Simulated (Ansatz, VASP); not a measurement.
GeS: VASP beside Ansatz

```
Ge S
1.0
    10.65632    0.00000    0.00000
     0.00000    3.67938    0.00000
     0.00000    0.00000    4.35809
Ge S
4 4
Direct
  0.12445 0.25000 0.13524
  0.37555 0.75000 0.63524
  0.62445 0.25000 0.36476
  0.87555 0.75000 0.86476
  0.84939 0.25000 0.49492
  0.65061 0.75000 0.99492
  0.34939 0.25000 0.00508
  0.15061 0.75000 0.50508
```

Alike in both runs: functional PBE; dispersion D3(BJ); k mesh 4 × 8 × 6; occupations gaussian, width 0.02 eV; no spin polarisation.

Ansatz relaxed the structure, and its values are those at the end. VASP's run is a single point on that final structure, the one shown.

|  | VASP | Ansatz |
| --- | --- | --- |
| version | VASP 6.6.1 | Ansatz 0.2.0 |
| potentials or method | VASP PAW PBE potentials, release 64 (Ge_d, S), cutoff 500 eV | scalar-relativistic, plane waves, PAW |
| valence electrons in the cell | 80 | 80 |

Ansatz gave:

```
gap on the k mesh at the Fermi level (eV) : 1.24
least direct gap on the mesh (eV)         : 1.27
pressure (GPa)                            : 0.0
rms of the force components (eV/Å)        : 0.001
```

**Question.** Estimate VASP's values.

**Answer.** gap on the k mesh at the Fermi level (eV): 1.23; least direct gap on the mesh (eV): 1.26; pressure (GPa): -0.1; rms of the force components (eV/Å): 0.004.

Ansatz's warnings: dispersion switch in reach, relaxed geometry near dispersion switch.
